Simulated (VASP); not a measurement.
# MgO (Fm-3m) in VASP: G0W0 quasiparticle levels with HSE06

Aim: the G0W0 quasiparticle levels of MgO with HSE06.

Program: VASP 6.6.1. These are calculated values, not measurements. Logs are shortened: lines on timing, memory, paths and dates and some standing lists are left out, and cuts for length are marked.

## 1. The cell of the first run

It takes space group Fm-3m (No. 225, cubic). The conventional cell has a = 4.204 Å, b = 4.204 Å, c = 4.204 Å, α = 90.00°, β = 90.00°, γ = 90.00°. Mg (site symmetry m-3m) has 6 O at 2.10 Å within 2.8 Å. Within 2.8 Å of O (site symmetry m-3m) lie 6 Mg at 2.10 Å.

## 2. G0W0 quasiparticle levels, HSE06

Contents of POSCAR:

```
MgO
1.0
    0.0000000000      2.1021674158      2.1021674158
    2.1021674158      0.0000000000      2.1021674158
    2.1021674158      2.1021674158      0.0000000000
Mg O
1 1
Direct
    0.0000000000      0.0000000000      0.0000000000
    0.5000000000      0.5000000000      0.5000000000
```

Contents of INCAR.step1:

```
SYSTEM = MgO
PREC = Accurate
ENCUT = 500
EDIFF = 1E-5
ISMEAR = 0
SIGMA = 0.02
LREAL = .FALSE.
LASPH = .TRUE.
NELM = 80
ALGO = Normal
ISIF = 2
LWAVE = .TRUE.
LCHARG = .FALSE.
GGA = PE
```

Contents of INCAR.step2:

```
SYSTEM = MgO
PREC = Accurate
ENCUT = 500
EDIFF = 1E-8
ISMEAR = 0
SIGMA = 0.01
LREAL = .FALSE.
LASPH = .TRUE.
NELM = 80
ALGO = Normal
LWAVE = .TRUE.
LCHARG = .FALSE.
GGA = PE
LHFCALC = .TRUE.
HFSCREEN = 0.2
PRECFOCK = Fast
ISTART = 1
```

Contents of INCAR.step3:

```
SYSTEM = MgO
PREC = Accurate
ENCUT = 500
EDIFF = 1E-8
ISMEAR = 0
SIGMA = 0.01
LREAL = .FALSE.
LASPH = .TRUE.
NELM = 1
ALGO = Exact
LWAVE = .TRUE.
LCHARG = .FALSE.
GGA = PE
LHFCALC = .TRUE.
HFSCREEN = 0.2
PRECFOCK = Fast
ISTART = 1
NBANDS = 124
LOPTICS = .TRUE.
```

Contents of INCAR.step4:

```
SYSTEM = MgO
PREC = Accurate
ENCUT = 500
EDIFF = 1E-8
ISMEAR = 0
SIGMA = 0.01
LREAL = .FALSE.
LASPH = .TRUE.
ALGO = EVGW0
LWAVE = .FALSE.
LCHARG = .FALSE.
GGA = PE
LHFCALC = .TRUE.
HFSCREEN = 0.2
PRECFOCK = Fast
ISTART = 1
NELMGW = 1
NBANDS = 124
ENCUTGW = 150.0
NOMEGA = 96
NBANDSGW = 12
OMEGAMAX = 30
```

Contents of KPOINTS:

```
Automatic mesh
0
G
  4 4 4
  0 0 0
```

Potentials or basis: VASP PAW PBE potentials, release 64 (Mg_GW, O_GW).

Command:

```
$ cat potpaw_PBE.64/Mg_GW/POTCAR potpaw_PBE.64/O_GW/POTCAR > POTCAR
$ cp INCAR.step1 INCAR
$ mpirun -np 1 vasp_std > vasp.out
$ cp INCAR.step2 INCAR
$ mpirun -np 1 vasp_std > vasp.out
$ cp INCAR.step3 INCAR
$ mpirun -np 1 vasp_std > vasp.out
$ cp INCAR.step4 INCAR
$ mpirun -np 1 vasp_std > vasp.out
```

OUTCAR:

```text
SYSTEM = MgO
   PREC = Accurate
   ENCUT = 500
   EDIFF = 1E-8
   ISMEAR = 0
   LREAL = .FALSE.
   LASPH = .TRUE.
   GGA = PE
   LHFCALC = .TRUE.
   HFSCREEN = 0.2
   PRECFOCK = Fast
   ISTART = 1
   NELMGW = 1
   ENCUTGW = 150.0

 ion  position               nearest neighbor table
   1  0.000  0.000  0.000-   2 2.10   2 2.10   2 2.10   2 2.10   2 2.10   2 2.10
   2  0.500  0.500  0.500-   1 2.10   1 2.10   1 2.10   1 2.10   1 2.10   1 2.10

  LATTYP: Found a face centered cubic cell.
 ALAT       =     4.2043348316

  Lattice vectors:

 A1 = (   0.0000000000,   2.1021674158,   2.1021674158)
 A2 = (   2.1021674158,   0.0000000000,   2.1021674158)
 A3 = (   2.1021674158,   2.1021674158,   0.0000000000)

Analysis of symmetry for initial positions (statically):
=====================================================================
 Subroutine PRICEL returns:
 Original cell was already a primitive cell.

 Routine SETGRP: Setting up the symmetry group for a
 face centered cubic supercell.

 Subroutine GETGRP returns: Found 48 space group operations
 (whereof 48 operations were pure point group operations)
 out of a pool of 48 trial point group operations.

The static configuration has the point symmetry O_h .

Analysis of symmetry for dynamics (positions and initial velocities):
=====================================================================
 Subroutine PRICEL returns:
 Original cell was already a primitive cell.

 Routine SETGRP: Setting up the symmetry group for a
 face centered cubic supercell.

 Subroutine GETGRP returns: Found 48 space group operations
 (whereof 48 operations were pure point group operations)
 out of a pool of 48 trial point group operations.

The dynamic configuration has the point symmetry O_h .

 Subroutine INISYM returns: Found 48 space group operations
 (whereof 48 operations are pure point group operations),
 and found     1 'primitive' translations

----------------------------------------------------------------------------------------

                                     Primitive cell

  volume of cell :      18.5794

  direct lattice vectors                    reciprocal lattice vectors
     0.000000000  2.102167416  2.102167416    -0.237849753  0.237849753  0.237849753
     2.102167416  0.000000000  2.102167416     0.237849753 -0.237849753  0.237849753
     2.102167416  2.102167416  0.000000000     0.237849753  0.237849753 -0.237849753

  length of vectors
     2.972913670  2.972913670  2.972913670     0.411967856  0.411967856  0.411967856

  position of ions in fractional coordinates (direct lattice)
     0.000000000  0.000000000  0.000000000
     0.500000000  0.500000000  0.500000000

  ion indices of the primitive-cell ions
   primitive index   ion index
                 1           1
                 2           2

----------------------------------------------------------------------------------------

 KPOINTS: Automatic mesh

Automatic generation of k-mesh.
 Grid dimensions read from file:
 generate k-points for:    4    4    4

 Generating k-lattice:

  Cartesian coordinates                     Fractional coordinates (reciprocal lattice)
    -0.059462438  0.059462438  0.059462438     0.250000000  0.000000000  0.000000000
     0.059462438 -0.059462438  0.059462438     0.000000000  0.250000000  0.000000000
     0.059462438  0.059462438 -0.059462438     0.000000000  0.000000000  0.250000000

  Length of vectors
     0.102991964  0.102991964  0.102991964

  Shift w.r.t. Gamma in fractional coordinates (k-lattice)
     0.000000000  0.000000000  0.000000000

 Subroutine IBZKPT returns following result:
 ===========================================

 Found      8 irreducible k-points:

 Following reciprocal coordinates:
            Coordinates               Weight
  0.000000  0.000000  0.000000      1.000000
  0.250000  0.000000  0.000000      8.000000
  0.500000  0.000000  0.000000      4.000000
  0.250000  0.250000  0.000000      6.000000
  0.500000  0.250000  0.000000     24.000000
 -0.250000  0.250000  0.000000     12.000000
  0.500000  0.500000  0.000000      3.000000
 -0.250000  0.500000  0.250000      6.000000
   k-points           NKPTS =      8   k-points in BZ     NKDIM =     64   number of bands    NBANDS=    124
   number of dos      NEDOS =    301   number of ions     NIONS =      2
   total plane-waves  NPLWV =  13824
   dimension x,y,z NGX =    24 NGY =   24 NGZ =   24
   dimension x,y,z NGXF=    48 NGYF=   48 NGZF=   48
   ions per type =               1   1
   NGX,Y,Z   is equivalent  to a cutoff of  13.42, 13.42, 13.42 a.u.
   NGXF,Y,Z  is equivalent  to a cutoff of  26.84, 26.84, 26.84 a.u.
 SYSTEM =  MgO
   PREC   = accura    normal or accurate (medium, high low for compatibility)
   ISTART =      1    job   : 0-new  1-cont  2-samecut
   ICHARG =      0    charge: 1-file 2-atom 10-const
   ISPIN  =      1    spin polarized calculation?
   LNONCOLLINEAR =      F non collinear calculations
   LSORBIT =      F    spin-orbit coupling
   LASPH  =      T    aspherical Exc in radial PAW
   ENCUT  =  500.0 eV  36.75 Ry    6.06 a.u.   5.42  5.42  5.42*2*pi/ulx,y,z
   NELM   =     60;   NELMIN=  2; NELMDL=  0     # of ELM steps
   EDIFF  = 0.1E-07   stopping-criterion for ELM
   LREAL  =      F    real-space projection
   EDIFFG = 0.1E-06   stopping-criterion for IOM
   NSW    =      0    number of steps for IOM
   IBRION =     -1    ionic relax: 0-MD 1-quasi-New 2-CG
   NFREE  =      0    steps in history (QN), initial steepest desc. (CG)
   ISIF   =      0    stress and relaxation
   ISYM   =      3    0-nonsym 1-usesym 2-fastsym
   POTIM  = 0.5000    time-step for ionic-motion
   TEBEG  =    0.0;   TEEND  =   0.0 temperature during run
   PSTRESS=    0.0 pullay stress
   NELECT =       8.0000    total number of electrons
   NUPDOWN=      -1.0000    fix difference up-down
   EMIN   =  10.00;   EMAX   =-10.00  energy-range for DOS
   EFERMI =   0.00;   METHOD = LEGACY
   ISMEAR =     0;   SIGMA  =   0.01  broadening in eV -4-tet -1-fermi 0-gaus
   EFERMI_NEDOS =   21; number of points for ismear=-14 and -15
   IALGO  =     38    algorithm
   IMIX   =      1    mixing-type and parameters
     AMIX     =   0.40;   BMIX     =  1.00
     AMIX_MAG =   1.60;   BMIX_MAG =  1.00
  volume/ion in A,a.u.               =       9.29        62.69
  Fermi-wavevector in a.u.,A,eV,Ry     =   1.236216  2.336109 20.792816  1.528229
  Thomas-Fermi vector in A             =   2.370833
   LORBIT       =      0    0 simple, 1 ext, 2 COOP (PROOUT), +10 PAW based schemes
   GGA     = PE    functional components
   LHFCALC =     T    Hartree Fock is set to
   PRECFOCK=fast      Normal, Fast or Accurate (Low or Medium for compatibility)
   ENCUT4O =  -1.0   cutoff for four orbital integrals eV
   NKREDX  =     1    reduce k-point grid by
   NKREDY  =     1    reduce k-point grid by
   NKREDZ  =     1    reduce k-point grid by
   AEXX    =    1.0000 exact exchange contribution
   HFSCREEN=    0.0000 screening length (either q_TF or 0.3 A-1)
   HFSCREENC=   0.2000 screening length for correlation (either q_TF or 0.3 A-1)
   ENCUTFOCK=  -1.0 apply spherical cutoff to Coloumb kernel
   IVDW    =     0    specifies the selected vdW correction
   LEPSILON=     F    determine dielectric tensor
   LRPA    =     F    only Hartree local field effects (RPA)
   LRPAFORCE           =     F    calculate RPA forces
   ENCUTGW             = 150.0    cutoff for response function in eV
   ENCUTGWSOFT         = 120.0    soft cutoff for Coulomb kernel in GW response function in eV
   ENCUTLF             =  -1.0    cutoff for local field effects
   NELMGW              =     1    number of iterations in solving QP/BSE equation
   NELMHF              =     1    number of iterations in the inner HF iteration
   NKREDLFX            =     1    NKREDLFY  =   1   NKREDLFZ  =   1
 non-spin polarized calculation
 Gauss-broadening in eV      SIGMA  =   0.01
  energy-cutoff  :      500.00
  volume of cell :       18.58
 maximum number of plane-waves:       483
 NGX is ok and might be reduce to    24
  NGX = 12; NGY = 12; NGZ = 12
 maximum number of plane-waves:        84

 QP shifts <psi_nk| G(iteration)W_0 |psi_nk>: iteration 1
 for sc-GW calculations column KS-energies equals QP-energies in previous step
 and V_xc(KS)=  KS-energies - (<T + V_ion + V_H > + <T+V_H+V_ion>^1  + <V_x>^1)

 k-point   1 :       0.0000    0.0000    0.0000
  band No.  KS-energies  QP-energies   sigma(KS)   V_xc(KS)     V^pw_x(r,r')   Z            occupation Imag(sigma)

      1     -16.8885     -17.4742     -21.9386     -21.1149     -30.0319       0.7111       2.0000       0.9822
      2       1.9607       1.3549     -21.7349     -20.9929     -25.3359       0.8166       2.0000       0.0596
      3       1.9607       1.3549     -21.7349     -20.9929     -25.3359       0.8166       2.0000       0.0596
      4       1.9607       1.3549     -21.7349     -20.9929     -25.3359       0.8166       2.0000       0.0596
      5       8.5030       9.5399     -10.3464     -11.5527      -6.9888       0.8595       0.0000      -0.0539
      6      19.7843      20.6739      -7.2698      -8.3125      -3.0307       0.8533       0.0000      -0.0791
      7      19.7843      20.6739      -7.2698      -8.3125      -3.0307       0.8533       0.0000      -0.0791
      8      19.7843      20.6739      -7.2698      -8.3125      -3.0307       0.8533       0.0000      -0.0791
      9      23.7279      23.9648      -6.8414      -7.1419      -1.6142       0.7885       0.0000      -0.2290
     10      25.6660      26.7222      -7.7126      -8.9650      -3.2365       0.8433       0.0000      -0.1123
     11      25.6660      26.7222      -7.7126      -8.9650      -3.2365       0.8433       0.0000      -0.1123
     12      28.4631      29.3700      -7.1187      -8.2409      -1.8108       0.8082       0.0000      -0.3285

 k-point   2 :       0.2500    0.0000    0.0000
  band No.  KS-energies  QP-energies   sigma(KS)   V_xc(KS)     V^pw_x(r,r')   Z            occupation Imag(sigma)
[... 97 lines left out ...]
      1     -15.1964     -15.7414     -23.4256     -22.7049     -31.4407       0.7562       2.0000       0.9255
      2      -1.2218      -2.1228     -18.9256     -17.8062     -22.6369       0.8049       2.0000       0.0786
      3      -1.2218      -2.1228     -18.9256     -17.8062     -22.6369       0.8049       2.0000       0.0786
      4       0.0596      -0.7214     -20.0010     -19.0347     -23.6584       0.8083       2.0000       0.0668
      5      15.6935      16.8105     -10.4005     -11.7326      -6.3566       0.8385       0.0000      -0.0750
      6      15.6935      16.8105     -10.4005     -11.7326      -6.3566       0.8385       0.0000      -0.0750
      7      16.2420      17.4848      -8.9896     -10.4492      -5.0379       0.8514       0.0000      -0.0674
      8      19.6406      20.6374      -8.2171      -9.4108      -3.6767       0.8350       0.0000      -0.1004
      9      26.2434      27.0626      -8.2418      -9.2523      -3.0166       0.8107       0.0000      -0.2650
     10      26.2434      27.0626      -8.2418      -9.2523      -3.0166       0.8107       0.0000      -0.2650
     11      30.7366      31.8953      -8.5088      -9.8457      -3.4884       0.8667       0.0000      -0.4523
     12      33.6079      34.6442      -9.6028     -10.8350      -3.8448       0.8410       0.0000      -0.7353
```

Wall time 2 min (1 thread of Intel Xeon Platinum 8259CL at 2.50GHz (Skylake/Cascade Lake), shared host); peak memory 0.3 GiB.

Results:

| Quantity | Value |
| --- | --- |
| Quasiparticle gap | 8.19 eV |
| Least direct quasiparticle gap | 8.19 eV |
| Band gap of the starting levels on the mesh | 6.54 eV |
| Least direct gap of the starting levels on the mesh | 6.54 eV |

Caveat: the k points lie up to 0.65 Å⁻¹ apart; bands, screening cutoff and mesh are small and nothing is extrapolated, so the quasiparticle values aren't converged.
